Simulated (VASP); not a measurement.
A run of VASP 6.6.1 is set up as follows.

The input POSCAR:

```
PtSe
1.0
    0.0000000000      2.6121425407      2.6121425407
    2.6121425407      0.0000000000      2.6121425407
    2.6121425407      2.6121425407      0.0000000000
Pt Se
1 1
Direct
    0.5000000000      0.5000000000      0.5000000000
    0.0000000000      0.0000000000      0.0000000000
```

INCAR.step1

```
SYSTEM = PtSe
ALGO = Normal ; EDIFF = 1E-5
ENCUT = 520 ; GGA = PE
ISIF = 2 ; ISMEAR = -1
LASPH = .TRUE. ; LCHARG = .FALSE.
LREAL = .FALSE. ; LWAVE = .TRUE.
NBANDS = 15 ; NELM = 60
PREC = Accurate ; SIGMA = 0.05
```

The input INCAR.step2:

```
SYSTEM = PtSe
AEXX = 0.25 ; ALGO = Normal
EDIFF = 1E-7 ; ENCUT = 520
GGA = PS ; ISIF = 2
ISMEAR = -1 ; ISTART = 1
LASPH = .TRUE. ; LCHARG = .FALSE.
LHFCALC = .TRUE. ; LREAL = .FALSE.
LWAVE = .FALSE. ; NBANDS = 15
NELM = 60 ; PREC = Accurate
PRECFOCK = Normal ; SIGMA = 0.05
```

The input KPOINTS:

```
k-points
0
G
  4 4 4
  0 0 0
```

Potentials or basis: VASP PAW PBE potentials, release 64 (Pt, Se).

Run with:

```console
$ cat potpaw_PBE.64/Pt/POTCAR potpaw_PBE.64/Se/POTCAR > POTCAR
$ cp INCAR.step1 INCAR
$ mpirun -np 1 vasp_std > vasp.out
$ cp INCAR.step2 INCAR
$ mpirun -np 1 vasp_std > vasp.out
```

Task: What does it give for the pressure?

Result: -3.9 GPa.

Task: Predict the band gap on the k mesh.

Result: Zero (bands 8 and 9 overlap by 5.90 eV).

Caveat: the k points lie up to 0.52 Å⁻¹ apart, too coarse for converged energies and pressures of a metal; the PAW data sets were made with another functional, which shifts forces and pressure a little; spin-orbit coupling is left out, which moves the levels of the heavy elements.
